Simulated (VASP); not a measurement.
Set up this calculation in VASP 6.6.1, as the native input.

| Property | Result |
| --- | --- |
| Task | relaxation of cell and atoms |
| Functional | r2SCAN |
| Potentials or basis | VASP PAW PBE potentials, release 64 (Cu) |
| Cutoff | 600 eV |
| k mesh | 20 × 20 × 20 |
| Occupations | gaussian, width 0.1 eV |
| Spin | no spin polarisation |
| Dipole correction | no |
| Further INCAR settings | ALGO = Normal; EDIFF = 1e-07; IBRION = 2; EDIFFG = -0.01; NSW = 80; ISIF = 3 |

The system is Cu.

```
CELL_PARAMETERS angstrom
-1.44279 1.44279 1.37608
1.44279 -1.44279 1.37608
1.44279 1.44279 -1.37608
ATOMIC_POSITIONS crystal
Cu 0.00000 0.00000 0.00000
```

One way to write it, as run:

POSCAR

```
Cu
1.0
   -1.4427933200      1.4427933200      1.3760814500
    1.4427933200     -1.4427933200      1.3760814500
    1.4427933200      1.4427933200     -1.3760814500
Cu
1
Direct
    0.0000000000      0.0000000000      0.0000000000
```

INCAR.step1

```
SYSTEM = Cu
PREC     = Accurate       ! precision mode
ENCUT    = 600            ! plane-wave cutoff, eV
ISMEAR   = 0              ! smearing method
SIGMA    = 0.1            ! smearing width, eV
LREAL    = .FALSE.        ! projectors in reciprocal space
LASPH    = .TRUE.         ! aspherical terms in the spheres
NELM     = 80             ! most SCF steps
GGA      = PE             ! functional
ALGO     = Normal         ! electronic algorithm
EDIFF    = 1E-4           ! SCF threshold, eV
LWAVE    = .TRUE.         ! write WAVECAR
LCHARG   = .FALSE.        ! write CHGCAR
```

INCAR.step2

```
SYSTEM = Cu
PREC     = Accurate       ! precision mode
ENCUT    = 600            ! plane-wave cutoff, eV
EDIFF    = 1E-7           ! SCF threshold, eV
ISMEAR   = 0              ! smearing method
SIGMA    = 0.1            ! smearing width, eV
LREAL    = .FALSE.        ! projectors in reciprocal space
LASPH    = .TRUE.         ! aspherical terms in the spheres
NELM     = 80             ! most SCF steps
ALGO     = Normal         ! electronic algorithm
ISIF     = 3              ! what is computed and relaxed
LWAVE    = .FALSE.        ! write WAVECAR
LCHARG   = .FALSE.        ! write CHGCAR
METAGGA  = R2SCAN         ! meta-GGA
LMIXTAU  = .TRUE.       
IBRION   = 2              ! ionic algorithm
NSW      = 80             ! ionic steps
EDIFFG   = -0.01          ! ionic threshold
ISTART   = 1
```

KPOINTS

```
Automatic mesh
0
G
  20 20 20
  0 0 0
```

Potentials or basis: VASP PAW PBE potentials, release 64 (Cu).

The run is started by

```console
$ cat potpaw_PBE.64/Cu/POTCAR > POTCAR
$ cp INCAR.step1 INCAR
$ mpirun -np 1 vasp_std > vasp.out
$ cp INCAR.step2 INCAR
$ mpirun -np 1 vasp_std > vasp.out
```

It gave:

```yaml
Relaxed_volume: 11.53 Å³/atom
Relaxed_cell: a = 2.467 Å, b = 2.467 Å, c = 2.467 Å, α = 108.11°, β = 108.11°, γ = 112.22°
Space_group_after_relaxing_to_0.1_Å: I4/mmm (No. 139)
Energy_gained_by_relaxing: 0.3 meV/atom
Ionic_steps: 6
Pressure_after_relaxing: 0.0 GPa
Band_gap_on_the_k_mesh: zero (an odd number of electrons rules out a gap without spin polarisation)
```

Caveat: the PAW data sets were made with another functional, which shifts forces and pressure a little.

Run time: 28 min on 1 thread of Oxide Virtual Turin-like Processor, with other jobs on the host, peak memory 0.18 GiB.
